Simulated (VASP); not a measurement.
# Pt2F (R3m) in VASP: a series of runs, part 2 of 2

VASP 6.6.1. Earlier steps stand in the parts before.

### 4 Relaxation of cell and atoms, PBE

INCAR reads:

```
SYSTEM = Pt2F
  PREC = Accurate
  ENCUT = 600
  EDIFF = 1E-6
  ISMEAR = 0
  SIGMA = 0.1
  LREAL = .FALSE.
  LASPH = .TRUE.
  NELM = 80
  ALGO = Normal
  ISIF = 3
  LWAVE = .FALSE.
  LCHARG = .FALSE.
  GGA = PE
  IBRION = 2
  NSW = 90
  EDIFFG = -0.04
```

KPOINTS reads:

```
regular mesh
0
G
  6 6 6
  0 0 0
```

POSCAR reads:

```
Pt2F
1.0
    1.4188799884      0.8191907432      5.4936885482
   -1.4188799884      0.8191907432      5.4936885482
    0.0000000000     -1.6383814864      5.4936885482
Pt F
2 1
Direct
    0.7484000000      0.7484000000      0.7484000000
    0.5849000000      0.5849000000      0.5849000000
    0.0000000000      0.0000000000      0.0000000000
```

On the command line:

```bash
cat potpaw_PBE.64/Pt/POTCAR potpaw_PBE.64/F/POTCAR > POTCAR
mpirun -np 1 vasp_std > vasp.out
```

It took 15 min on 1 thread of Oxide Virtual Turin-like, shared host; peak memory 0.35 GiB.

Results (log left out):

| Quantity | Value |
| --- | --- |
| Free energy | -14.1870 eV |
| Relaxed volume | 13.96 Å³/atom |
| Relaxed cell | a = 6.501 Å, b = 6.501 Å, c = 6.501 Å, α = 24.60°, β = 24.60°, γ = 24.60° |
| Space group after relaxing (to 0.05 Å) | R3m (No. 160) |
| Energy gained by relaxing | 1464.9 meV/atom |
| Ionic steps | 14 |
| Pressure after relaxing | 0.0 GPa |
| Largest force after relaxing | 0.037 eV/Å |

Forces on the atoms (eV/Å):
```
Pt   0.000  0.000  0.009
Pt   0.000  0.000 -0.037
F    0.000  0.000  0.028
```

Stress tensor (GPa, compression positive):
```
 0.09  0.00  0.00
 0.00  0.09  0.00
 0.00  0.00 -0.06
```

Step by step:
```
step  energy change (eV)  largest force (eV/Å)  pressure (GPa)  volume (Å³)
   1              0.0000                8.2472           55.40        38.31
   2             -0.8035                1.3266          -25.62        68.28
   3             -2.7782                2.4412          -17.39        50.48
   4             -2.8121                2.6371          -15.28        49.34
   5             -2.8207                2.8758          -12.49        48.10
   6             -4.1058                1.8368           -6.94        43.40
   7             -4.3647                0.1374            3.85        41.05
   8             -4.3878                0.1537           -2.35        42.50
   9             -4.3926                0.0998           -0.67        42.06
  10             -4.3940                0.0726            0.34        41.83
  11             -4.3941                0.0758            0.22        41.86
  12             -4.3944                0.0437           -0.17        41.92
  13             -4.3944                0.0430           -0.16        41.92
  14             -4.3946                0.0369            0.04        41.88
```

Final structure:
```yaml
crystal:
  lattice:
    - [1.38511, 0.79969, 6.30147]
    - [-1.38511, 0.79969, 6.30147]
    - [0.00000, -1.59938, 6.30147]
  atoms:
    - { symbol: Pt, position: [0.77292, 0.77292, 0.77292] }
    - { symbol: Pt, position: [0.55890, 0.55890, 0.55890] }
    - { symbol: F, position: [0.00148, 0.00148, 0.00148] }
```

Levels at points of the mesh, in eV from the Fermi level:
```csv
k point,band 12,band 13,band 14,band 15,band 16,band 17
"(0.00, 0.00, 0.00)",-1.15,-1.15,-0.04,-0.04,2.75,3.36
"(0.50, 0.00, 0.00)",0.10,0.52,0.68,2.31,3.79,6.96
"(0.50, 0.50, 0.00)",0.16,0.51,0.68,2.81,3.54,6.91
"(0.50, 0.50, 0.50)",-1.00,-1.00,-0.15,-0.15,-0.03,6.47
```

Caveat: the k points lie up to 0.44 Å⁻¹ apart in the final cell; spin-orbit coupling is left out, which moves the levels of the heavy elements; an odd number of electrons without spin polarisation forces a metal; a magnetic or distorted state may lie lower.

### 5 Single point, PBE

This run uses another cell than the first one, of 14.00 Å³/atom, 1.096 times its volume.

INCAR reads:

```
PREC = Accurate
ENCUT = 520
EDIFF = 1E-6
ISMEAR = 0
SIGMA = 0.1
LREAL = F
LASPH = T
NELM = 100
ALGO = Normal
ISIF = 2
LWAVE = F
LCHARG = F
GGA = PE
NBANDS = 20
```

KPOINTS reads:

```
Automatic mesh
0
Gamma
  18 18 18
```

POSCAR reads:

```
Pt2F
1.0
    1.3779793488      0.7955767480      6.3841904340
   -1.3779793488      0.7955767480      6.3841904340
    0.0000000000     -1.5911534959      6.3841904340
Pt F
2 1
Direct
    0.2274025410      0.2274025410      0.2274025410
    0.4405241294      0.4405241294      0.4405241294
    0.9987733295      0.9987733295      0.9987733295
```

Potentials or basis: VASP PAW PBE potentials, release 64 (Pt, F).

On the command line:

```bash
cat potpaw_PBE.64/Pt/POTCAR potpaw_PBE.64/F/POTCAR > POTCAR
mpirun -np 1 vasp_std > vasp.out
```

OUTCAR:

```text
PREC = Accurate
   ENCUT = 520
   EDIFF = 1E-6
   ISMEAR = 0
   LREAL = F
   LASPH = T
   NELM = 100
   ISIF = 2
   GGA = PE

 ion  position               nearest neighbor table
   1  0.227  0.227  0.227-   3 2.56   3 2.56   3 2.56   2 2.80   2 2.80   2 2.80
   2  0.441  0.441  0.441-   3 2.62   3 2.62   3 2.62   1 2.80   1 2.80   1 2.80
   3  0.999  0.999  0.999-   1 2.56   1 2.56   1 2.56   2 2.62   2 2.62   2 2.62

  LATTYP: Found a trigonal (rhomboedric) cell.
 ALAT       =     6.5794875899
 COS(alpha) =     0.9122734057

  Lattice vectors:

 A1 = (   1.3779793488,   0.7955767480,   6.3841904340)
 A2 = (  -1.3779793488,   0.7955767480,   6.3841904340)
 A3 = (   0.0000000000,  -1.5911534959,   6.3841904340)

Analysis of symmetry for initial positions (statically):
=====================================================================
 Subroutine PRICEL returns:
 Original cell was already a primitive cell.

 Routine SETGRP: Setting up the symmetry group for a
 trigonal (rhombohedral) supercell.

 Subroutine GETGRP returns: Found  6 space group operations
 (whereof  6 operations were pure point group operations)
 out of a pool of 12 trial point group operations.

The static configuration has the point symmetry C_3v.

Analysis of symmetry for dynamics (positions and initial velocities):
=====================================================================
 Subroutine PRICEL returns:
 Original cell was already a primitive cell.

 Routine SETGRP: Setting up the symmetry group for a
 trigonal (rhombohedral) supercell.

 Subroutine GETGRP returns: Found  6 space group operations
 (whereof  6 operations were pure point group operations)
 out of a pool of 12 trial point group operations.

The dynamic configuration has the point symmetry C_3v.

 Subroutine INISYM returns: Found  6 space group operations
[... 109 lines left out ...]
   PSTRESS=    0.0 pullay stress
   NELECT =      27.0000    total number of electrons
   NUPDOWN=      -1.0000    fix difference up-down
   EMIN   =  10.00;   EMAX   =-10.00  energy-range for DOS
   EFERMI =   0.00;   METHOD = LEGACY
   ISMEAR =     0;   SIGMA  =   0.10  broadening in eV -4-tet -1-fermi 0-gaus
   EFERMI_NEDOS =   21; number of points for ismear=-14 and -15
   IALGO  =     38    algorithm
   IMIX   =      4    mixing-type and parameters
     AMIX     =   0.40;   BMIX     =  1.00
     AMIX_MAG =   1.60;   BMIX_MAG =  1.00
  volume/ion in A,a.u.               =      14.00        94.46
  Fermi-wavevector in a.u.,A,eV,Ry     =   1.412978  2.670142 27.164132  1.996507
  Thomas-Fermi vector in A             =   2.534671
   LORBIT       =      0    0 simple, 1 ext, 2 COOP (PROOUT), +10 PAW based schemes
   GGA     = PE    functional components
   LHFCALC =     F    Hartree Fock is set to
   AEXX    =    0.0000 exact exchange contribution
   IVDW    =     0    specifies the selected vdW correction
   LEPSILON=     F    determine dielectric tensor
   LRPA    =     F    only Hartree local field effects (RPA)
 non-spin polarized calculation
 Gauss-broadening in eV      SIGMA  =   0.10
  energy-cutoff  :      520.00
  volume of cell :       41.99
 maximum number of plane-waves:      1147
 NGX is ok and might be reduce to    50
   NGX = 25   NGY = 25   NGZ = 25

 number of electron      26.9999997 magnetization

 Free energy of the ion-electron system (eV)
  ---------------------------------------------------
  ext. energy  EPLUGINS =         0.00000000
  ---------------------------------------------------
  free energy    TOTEN  =       -14.12228878 eV

  energy without entropy =      -14.08870226  energy(sigma->0) =      -14.10549552

 E-fermi :   7.4128     XC(G=0): -12.3972

 val. band max:        7.4126663100   @ k =  -0.1667   0.1667   0.1667
 cond. band min:       7.4132293132   @ k =   0.2778   0.0556   0.0000
 fundamental gap:      0.0005630032
 Fermi energy:         7.4128005600

 k-point     1 :       0.0000    0.0000    0.0000
  band No.  band energies     occupation
      1     -14.8144      2.00000
      2      -0.8788      2.00000
      3      -0.0130      2.00000
      4       2.7616      2.00000
      5       3.8662      2.00000
      6       4.1655      2.00000
[... 541 lines left out ...]
     19      22.7754      0.00000
     20      23.5774      0.00000

 [... further k-points ...]
[... 5 lines left out ...]
  --------------------------------------------------------------------------------------
  -------------------------------------------------------------------------------------
  Total       -0.0992646     -0.0992646     -0.1802074      0.0000000     -0.0000000      0.0000000
  in kB       -3.7872421     -3.7872421     -6.8754544      0.0000000     -0.0000000      0.0000000
  external PRESSURE =      -4.8166462 kB  Pullay stress =       0.0000000 kB

 VOLUME and BASIS-vectors are now :
 -----------------------------------------------------------------------------
  energy-cutoff  :      520.00
  volume of cell :       41.99
      direct lattice vectors                 reciprocal lattice vectors
     1.377979349  0.795576748  6.384190434     0.362850140  0.209491626  0.052212311
    -1.377979349  0.795576748  6.384190434    -0.362850140  0.209491626  0.052212311
     0.000000000 -1.591153496  6.384190434     0.000000000 -0.418983252  0.052212311

 POSITION                                       TOTAL-FORCE (eV/Angst)
 -----------------------------------------------------------------------------------
      0.00000      0.00000      4.35534         0.000000     -0.000000     -0.013635
      0.00000      0.00000      8.43717         0.000000      0.000000      0.014602
      0.00000      0.00000     19.12908         0.000000     -0.000000     -0.000966
 -----------------------------------------------------------------------------------
    total drift:                               -0.000000      0.000000      0.000778

  FREE ENERGIE OF THE ION-ELECTRON SYSTEM (eV)
  ---------------------------------------------------
  free  energy   TOTEN  =       -14.1222887782 eV

  energy  without entropy=      -14.0887022569  energy(sigma->0) =      -14.10549552
```

Wall time 44 min (1 thread of Oxide Virtual Turin-like, shared host); peak memory 0.66 GiB.

What came out:

| Item | Value |
| --- | --- |
| Free energy | -14.1223 eV |
| Pressure | -0.5 GPa |
| Largest force | 0.015 eV/Å |

Forces on the atoms (eV/Å):
```
Pt   0.000  0.000 -0.014
Pt   0.000  0.000  0.015
F    0.000  0.000 -0.001
```

Caveat: spin-orbit coupling is left out, which moves the levels of the heavy elements; an odd number of electrons without spin polarisation forces a metal; a magnetic or distorted state may lie lower.

### 6 The runs side by side

```csv
task,cell,k mesh,cutoff (eV),gap on the mesh (eV),pressure (GPa),largest force (eV/Å)
single point,"a = 5.733 Å, angles 28.7°, 3 atoms",6 × 6 × 6,520,none,55.4,8.25
single point,"a = 6.513 Å, angles 24.6°, 3 atoms",6 × 6 × 6,520,none,-0.5,0.01
relaxation of cell and atoms,"relaxed from a = 5.733 Å, angles 28.7°, 3 atoms",6 × 6 × 6,600,none,0.0,0.04
single point,"a = 6.579 Å, angles 24.2°, 3 atoms",18 × 18 × 18,520,none,-0.5,0.01
```

Alike in all rows: level PBE; potentials or basis VASP PAW PBE potentials, release 64 (Pt, F); no spin polarisation; smearing gaussian 0.1 eV.

Caveats: some runs use coarse meshes; spin-orbit coupling is left out, which moves the levels of the heavy elements; an odd number of electrons without spin polarisation forces a metal; a magnetic or distorted state may lie lower.

Total energies depend on the potentials used, so only differences within one code and one set of settings carry meaning.
